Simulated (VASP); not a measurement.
A run of VASP 6.6.1 is set up as follows.

Contents of INCAR:

```
SYSTEM = LiAuBr2
ALGO = Normal ; EDIFF = 1E-7
EDIFFG = -0.005 ; ENCUT = 600
GGA = PS ; IBRION = 2
ISIF = 3 ; ISMEAR = 0
LASPH = .True. ; LCHARG = .False.
LREAL = .False. ; LWAVE = .False.
NELM = 100 ; NSW = 100
PREC = Accurate ; SIGMA = 0.02
```

The input KPOINTS:

```
k-points
0
Gamma
  9 9 9
  0 0 0
```

The input POSCAR:

```
LiAuBr2
1.0
    1.9652977935      1.1346652101      6.4186357155
   -1.9652977935      1.1346652101      6.4186357155
    0.0000000000     -2.2693304202      6.4186357155
Li Au Br
1 1 2
Direct
    0.5000000000      0.5000000000      0.5000000000
    0.0000000000      0.0000000000      0.0000000000
    0.7500000000      0.7500000000      0.7500000000
    0.2500000000      0.2500000000      0.2500000000
```

Potentials or basis: VASP PAW PBE potentials, release 64 (Li_sv, Au, Br).

Run with:

```console
$ cat potpaw_PBE.64/Li_sv/POTCAR potpaw_PBE.64/Au/POTCAR potpaw_PBE.64/Br/POTCAR > POTCAR
$ mpirun -np 1 vasp_std > vasp.out
```

Question: Predict the relaxed volume.

Answer: 21.80 Å³/atom.

Question: Predict the space group after relaxing (to 0.1 Å).

Answer: R-3m (No. 166).

Forces on the atoms (eV/Å):
```
Li   0.000  0.000  0.000
Au   0.000  0.000  0.000
Br   0.000  0.000 -0.004
Br   0.000  0.000  0.004
```

Caveat: the cutoff is under 1.25 times the usual one of these potentials, so pressure, stress and relaxed cells hold a basis-set (Pulay) error; the PAW data sets were made with another functional, which shifts forces and pressure a little.
